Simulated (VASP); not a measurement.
# Pt (R-3m) in VASP: further runs

The runs below take Pt through single point, with LDA.

All numbers are computed with VASP 6.6.1; they aren't measurements. Logs are shortened: lines on timing, memory, paths and dates and some standing lists are left out, and cuts for length are marked.

## (1) The cell of the first run

The structure is trigonal, space group R-3m (No. 166). Conventional cell: a = 4.797 Å, b = 4.797 Å, c = 1.976 Å, α = 90.00°, β = 90.00°, γ = 120.00°. Within 2.6 Å of Pt (site symmetry -3m) lie 2 Pt at 1.98 Å.

## (2) Single point, LDA

INCAR reads:

```
  ALGO = Fast
  EDIFF = 1E-7
  ENCUT = 520
  ISIF = 2
  ISMEAR = 0
  LASPH = T
  LCHARG = F
  LREAL = F
  LWAVE = F
  NBANDS = 11
  NELM = 100
  PREC = Accurate
  SIGMA = 0.15
```

KPOINTS reads:

```
k-points
0
Gamma
  22 22 22
```

POSCAR reads:

```
Pt
1.0
   -1.8811514386      1.5108571660      1.5108571660
    1.5108571660     -1.8811514386      1.5108571660
    1.5108571660      1.5108571660     -1.8811514386
Pt
1
Direct
    0.0000000000      0.0000000000      0.0000000000
```

Potentials or basis: VASP PAW LDA potentials, release 64 (Pt).

The run is started by

```
$ cat potpaw_LDA.64/Pt/POTCAR > POTCAR
$ mpirun -np 1 vasp_std > vasp.out
```

OUTCAR:

```text
EDIFF = 1E-7
   ENCUT = 520
   ISIF = 2
   ISMEAR = 0
   LASPH = T
   LREAL = F
   NELM = 100
   PREC = Accurate

 ion  position               nearest neighbor table
   1  0.000  0.000  0.000-

  LATTYP: Found a trigonal (rhomboedric) cell.
 ALAT       =     2.8467717659
 COS(alpha) =    -0.4197392560

  Lattice vectors:

 A1 = (  -1.8811514386,   1.5108571660,   1.5108571660)
 A2 = (   1.5108571660,  -1.8811514386,   1.5108571660)
 A3 = (   1.5108571660,   1.5108571660,  -1.8811514386)

Analysis of symmetry for initial positions (statically):
=====================================================================
 Subroutine PRICEL returns:
 Original cell was already a primitive cell.

 Routine SETGRP: Setting up the symmetry group for a
 trigonal (rhombohedral) supercell.

 Subroutine GETGRP returns: Found 12 space group operations
 (whereof 12 operations were pure point group operations)
 out of a pool of 12 trial point group operations.

The static configuration has the point symmetry D_3d.

Analysis of symmetry for dynamics (positions and initial velocities):
=====================================================================
 Subroutine PRICEL returns:
 Original cell was already a primitive cell.

 Routine SETGRP: Setting up the symmetry group for a
 trigonal (rhombohedral) supercell.

 Subroutine GETGRP returns: Found 12 space group operations
 (whereof 12 operations were pure point group operations)
 out of a pool of 12 trial point group operations.

The dynamic configuration has the point symmetry D_3d.

 Subroutine INISYM returns: Found 12 space group operations
 (whereof 12 operations are pure point group operations),
 and found     1 'primitive' translations

----------------------------------------------------------------------------------------

                                     Primitive cell

  volume of cell :      13.1230

  direct lattice vectors                    reciprocal lattice vectors
    -1.881151439  1.510857166  1.510857166     0.095712974  0.390523547  0.390523547
     1.510857166 -1.881151439  1.510857166     0.390523547  0.095712974  0.390523547
     1.510857166  1.510857166 -1.881151439     0.390523547  0.390523547  0.095712974

  length of vectors
     2.846771766  2.846771766  2.846771766     0.560516061  0.560516061  0.560516061

  position of ions in fractional coordinates (direct lattice)
     0.000000000  0.000000000  0.000000000

  ion indices of the primitive-cell ions
   primitive index   ion index
                 1           1

----------------------------------------------------------------------------------------

 KPOINTS: k-points

Automatic generation of k-mesh.
 Grid dimensions read from file:
 generate k-points for:   22   22   22

 Generating k-lattice:

  Cartesian coordinates                     Fractional coordinates (reciprocal lattice)
     0.004350590  0.017751070  0.017751070     0.045454545  0.000000000  0.000000000
     0.017751070  0.004350590  0.017751070     0.000000000  0.045454545  0.000000000
     0.017751070  0.017751070  0.004350590     0.000000000  0.000000000  0.045454545

  Length of vectors
     0.025478003  0.025478003  0.025478003

  Shift w.r.t. Gamma in fractional coordinates (k-lattice)
     0.000000000  0.000000000  0.000000000

 Subroutine IBZKPT returns following result:
 ===========================================

 Found   1024 irreducible k-points:

 Following reciprocal coordinates:
            Coordinates               Weight
  0.000000  0.000000  0.000000      1.000000
  0.045455  0.000000  0.000000      6.000000
  0.090909  0.000000  0.000000      6.000000
  0.136364  0.000000  0.000000      6.000000
  0.181818  0.000000  0.000000      6.000000
  0.227273  0.000000  0.000000      6.000000
[... 16 lines left out ...]
  0.500000  0.045455  0.000000     12.000000
 -0.454545  0.045455 -0.000000     12.000000
 [... further k-points ...]
   k-points           NKPTS =   1024   k-points in BZ     NKDIM =   1024   number of bands    NBANDS=     11
   number of dos      NEDOS =    301   number of ions     NIONS =      1
   total plane-waves  NPLWV =  13824
   dimension x,y,z NGX =    24 NGY =   24 NGZ =   24
   dimension x,y,z NGXF=    48 NGYF=   48 NGZF=   48
   ions per type =               1
   NGX,Y,Z   is equivalent  to a cutoff of  14.02, 14.02, 14.02 a.u.
   NGXF,Y,Z  is equivalent  to a cutoff of  28.03, 28.03, 28.03 a.u.
 SYSTEM =  unknown system
   PREC   = accura    normal or accurate (medium, high low for compatibility)
   ISTART =      0    job   : 0-new  1-cont  2-samecut
   ICHARG =      2    charge: 1-file 2-atom 10-const
   ISPIN  =      1    spin polarized calculation?
   LNONCOLLINEAR =      F non collinear calculations
   LSORBIT =      F    spin-orbit coupling
   LASPH  =      T    aspherical Exc in radial PAW
   ENCUT  =  520.0 eV  38.22 Ry    6.18 a.u.   5.29  5.29  5.29*2*pi/ulx,y,z
   NELM   =    100;   NELMIN=  2; NELMDL= -5     # of ELM steps
   EDIFF  = 0.1E-06   stopping-criterion for ELM
   LREAL  =      F    real-space projection
   EDIFFG = 0.1E-05   stopping-criterion for IOM
   NSW    =      0    number of steps for IOM
   IBRION =     -1    ionic relax: 0-MD 1-quasi-New 2-CG
   NFREE  =      0    steps in history (QN), initial steepest desc. (CG)
   ISIF   =      2    stress and relaxation
   ISYM   =      2    0-nonsym 1-usesym 2-fastsym
   POTIM  = 0.5000    time-step for ionic-motion
   TEBEG  =    0.0;   TEEND  =   0.0 temperature during run
   PSTRESS=    0.0 pullay stress
   NELECT =      10.0000    total number of electrons
   NUPDOWN=      -1.0000    fix difference up-down
   EMIN   =  10.00;   EMAX   =-10.00  energy-range for DOS
   EFERMI =   0.00;   METHOD = LEGACY
   ISMEAR =     0;   SIGMA  =   0.15  broadening in eV -4-tet -1-fermi 0-gaus
   EFERMI_NEDOS =   21; number of points for ismear=-14 and -15
   IALGO  =     68    algorithm
   IMIX   =      4    mixing-type and parameters
     AMIX     =   0.40;   BMIX     =  1.00
     AMIX_MAG =   1.60;   BMIX_MAG =  1.00
  volume/ion in A,a.u.               =      13.12        88.56
  Fermi-wavevector in a.u.,A,eV,Ry     =   1.495307  2.825721 30.421864  2.235944
  Thomas-Fermi vector in A             =   2.607469
   LORBIT       =      0    0 simple, 1 ext, 2 COOP (PROOUT), +10 PAW based schemes
   GGA     = CA    functional components
   LHFCALC =     F    Hartree Fock is set to
   AEXX    =    0.0000 exact exchange contribution
   IVDW    =     0    specifies the selected vdW correction
   LEPSILON=     F    determine dielectric tensor
   LRPA    =     F    only Hartree local field effects (RPA)
 non-spin polarized calculation
 RMM-DIIS sequential band-by-band and
 Gauss-broadening in eV      SIGMA  =   0.15
  energy-cutoff  :      520.00
  volume of cell :       13.12
 maximum number of plane-waves:       363
 NGX is ok and might be reduce to    24

 number of electron      10.0000001 magnetization

 Free energy of the ion-electron system (eV)
  ---------------------------------------------------
  ext. energy  EPLUGINS =         0.00000000
  ---------------------------------------------------
  free energy    TOTEN  =        -3.10998853 eV

  energy without entropy =       -3.10316591  energy(sigma->0) =       -3.10657722

 E-fermi :  14.8690     XC(G=0): -14.3172

 val. band max:       14.8663999514   @ k =   0.5000   0.2727   0.1364
 cond. band min:      14.8721027106   @ k =  -0.1818  -0.4545   0.0909
 fundamental gap:      0.0057027592
 Fermi energy:        14.8689795767

 k-point     1 :       0.0000    0.0000    0.0000
  band No.  band energies     occupation
      1       2.0108      2.00000
      2       3.3918      2.00000
      3       8.9118      2.00000
      4       8.9118      2.00000
      5      15.9330      0.00000
      6      15.9330      0.00000
      7      26.3526      0.00000
      8      30.8218      0.00000
      9      30.8218      0.00000
     10      41.7830      0.00000
     11      41.7830      0.00000

 k-point     2 :       0.0455    0.0000    0.0000
  band No.  band energies     occupation
      1       2.2803      2.00000
      2       3.5151      2.00000
      3       8.9354      2.00000
      4       8.9800      2.00000
      5      15.4981      0.00000
      6      15.5482      0.00000
      7      26.4797      0.00000
      8      31.3381      0.00000
      9      31.3432      0.00000
     10      41.3288      0.00000
     11      41.6635      0.00000

 k-point     3 :       0.0909    0.0000    0.0000
  band No.  band energies     occupation
      1       3.0155      2.00000
      2       3.9403      2.00000
      3       9.0041      2.00000
      4       9.1828      2.00000
      5      14.3789      2.00000
      6      14.5497      1.99739
      7      26.8517      0.00000
      8      32.6449      0.00000
      9      32.7275      0.00000
     10      40.1958      0.00000
     11      41.3006      0.00000

 k-point     4 :       0.1364    0.0000    0.0000
  band No.  band energies     occupation
      1       3.8614      2.00000
      2       4.9670      2.00000
      3       9.1068      2.00000
      4       9.5130      2.00000
      5      12.9264      2.00000
      6      13.2427      2.00000
      7      27.4369      0.00000
      8      34.1873      0.00000
      9      34.5496      0.00000
     10      38.8218      0.00000
     11      40.2960      0.00000
[... 239 lines left out ...]
 k-point    22 :       0.4545    0.0455    0.0000
  band No.  band energies     occupation
      1       4.0717      2.00000
      2       5.5873      2.00000
      3      11.4621      2.00000
      4      12.0160      2.00000
      5      14.6635      1.94732
      6      17.6247      0.00000
      7      26.3449      0.00000
      8      29.9408      0.00000
      9      32.1859      0.00000
     10      36.9655      0.00000
     11      38.8730      0.00000

 k-point    23 :       0.5000    0.0455    0.0000
  band No.  band energies     occupation
      1       4.1485      2.00000
      2       5.7152      2.00000
      3      11.3487      2.00000
      4      11.9451      2.00000
      5      14.9765      0.31076
      6      17.1352      0.00000
      7      26.4173      0.00000
      8      29.4070      0.00000
      9      31.8718      0.00000
     10      37.1355      0.00000
     11      39.1520      0.00000

 k-point    24 :      -0.4545    0.0455   -0.0000
  band No.  band energies     occupation
      1       4.4631      2.00000
      2       6.0926      2.00000
      3      11.0563      2.00000
      4      11.5344      2.00000
      5      14.2466      2.00000
      6      16.9683      0.00000
      7      26.8443      0.00000
      8      28.3603      0.00000
      9      32.1640      0.00000
     10      38.1893      0.00000
     11      38.7195      0.00000

 [... further k-points ...]
[... 5 lines left out ...]
  --------------------------------------------------------------------------------------
  -------------------------------------------------------------------------------------
  Total       14.1567648     14.1567648     14.1567648     11.8178376     11.8178376     11.8178376
  in kB     1728.3889065   1728.3889065   1728.3889065   1442.8310270   1442.8310270   1442.8310270
  external PRESSURE =    1728.3889065 kB  Pullay stress =       0.0000000 kB

 VOLUME and BASIS-vectors are now :
 -----------------------------------------------------------------------------
  energy-cutoff  :      520.00
  volume of cell :       13.12
      direct lattice vectors                 reciprocal lattice vectors
    -1.881151439  1.510857166  1.510857166     0.095712974  0.390523547  0.390523547
     1.510857166 -1.881151439  1.510857166     0.390523547  0.095712974  0.390523547
     1.510857166  1.510857166 -1.881151439     0.390523547  0.390523547  0.095712974

 POSITION                                       TOTAL-FORCE (eV/Angst)
 -----------------------------------------------------------------------------------
      0.00000      0.00000      0.00000         0.000000      0.000000      0.000000
 -----------------------------------------------------------------------------------
    total drift:                                0.000000      0.000000     -0.000000

  FREE ENERGIE OF THE ION-ELECTRON SYSTEM (eV)
  ---------------------------------------------------
  free  energy   TOTEN  =        -3.1099885281 eV

  energy  without entropy=       -3.1031659121  energy(sigma->0) =       -3.10657722
```

It took 1.8 min on 1 thread of Intel Xeon Platinum 8488C (Sapphire Rapids), shared host; peak memory 0.26 GiB.

What came out:

| Item | Value |
| --- | --- |
| Free energy | -3.1100 eV |
| Pressure | 172.8 GPa |
| Band gap on the k mesh | zero (band 5 reaches 17.38 eV, above the bottom of band 6 at 10.53 eV) |

Stress tensor (GPa, compression positive):
```
172.84 144.28 144.28
144.28 172.84 144.28
144.28 144.28 172.84
```

Levels at points of the mesh, in eV from the Fermi level:
| k point | band 1 | band 2 | band 3 | band 4 | band 5 | band 6 | band 7 | band 8 | band 9 | band 10 |
| --- | --- | --- | --- | --- | --- | --- | --- | --- | --- | --- |
| (0.00, 0.00, 0.00) | -12.86 | -11.48 | -5.96 | -5.96 | 1.06 | 1.06 | 11.48 | 15.95 | 15.95 | 26.91 |
| (0.50, 0.00, 0.00) | -10.83 | -9.26 | -3.41 | -2.84 | 0.18 | 2.27 | 11.40 | 15.21 | 17.29 | 22.25 |
| (0.50, 0.50, 0.00) | -12.62 | -9.24 | -3.07 | -2.14 | 1.18 | 1.63 | 2.37 | 9.35 | 21.47 | 22.96 |
| (0.50, 0.50, 0.50) | -10.95 | -10.95 | -1.84 | -1.84 | 2.51 | 7.82 | 7.82 | 11.23 | 19.35 | 19.35 |

Caveat: spin-orbit coupling is left out, which moves the levels of the heavy elements.

## (3) Single point, LDA

This run uses another cell than the first one, of the same volume but with other edges.

INCAR reads:

```
SYSTEM = Pt
PREC = Accurate
ENCUT = 520
EDIFF = 1E-6
ISMEAR = 0
SIGMA = 0.15
LREAL = .FALSE.
LASPH = .TRUE.
NELM = 60
ALGO = Fast
ISIF = 2
LWAVE = .FALSE.
LCHARG = .TRUE.
GGA = CA
LELF = .TRUE.
LVHAR = .TRUE.
NBANDS = 11
```

KPOINTS reads:

```
regular mesh
0
G
  22 22 22
  0 0 0
```

POSCAR reads:

```
Pt
1.0
   -0.6801213272      1.6010167819      1.6010167819
    1.6010167819     -0.6801213272      1.6010167819
    1.6010167819      1.6010167819     -0.6801213272
Pt
1
Direct
    0.0000000000      0.0000000000      0.0000000000
```

Potentials or basis: VASP PAW LDA potentials, release 64 (Pt).

The run is started by

```
$ cat potpaw_LDA.64/Pt/POTCAR > POTCAR
$ mpirun -np 1 vasp_std > vasp.out
```

It took 100 s on 1 thread of Intel Xeon Platinum 8488C (Sapphire Rapids), shared host; peak memory 0.25 GiB.

The run converged. Its results:

| Item | Value |
| --- | --- |
| Free energy | -5.8970 eV |
| Pressure | 115.1 GPa |
| Band gap on the k mesh | zero (band 5 reaches 17.64 eV, above the bottom of band 6 at 11.88 eV) |

Stress tensor (GPa, compression positive):
```
115.13   2.76   2.76
  2.76 115.13   2.76
  2.76   2.76 115.13
```

Levels at points of the mesh, in eV from the Fermi level:
```
           k point  band 2  band 3  band 4  band 5  band 6  band 7  band 8  band 9
(0.00, 0.00, 0.00)   -8.83   -8.83    0.52    0.52    0.68   15.73   17.29   17.29
(0.50, 0.00, 0.00)   -7.97   -3.02   -2.74   -2.02    0.92    6.93   16.07   20.42
(0.50, 0.50, 0.00)   -7.15   -2.34   -2.08    3.31    3.79    5.53   13.78   16.44
(0.50, 0.50, 0.50)   -7.55   -7.55    3.53    3.53    7.91   10.97   13.57   13.57
```

Caveat: spin-orbit coupling is left out, which moves the levels of the heavy elements.
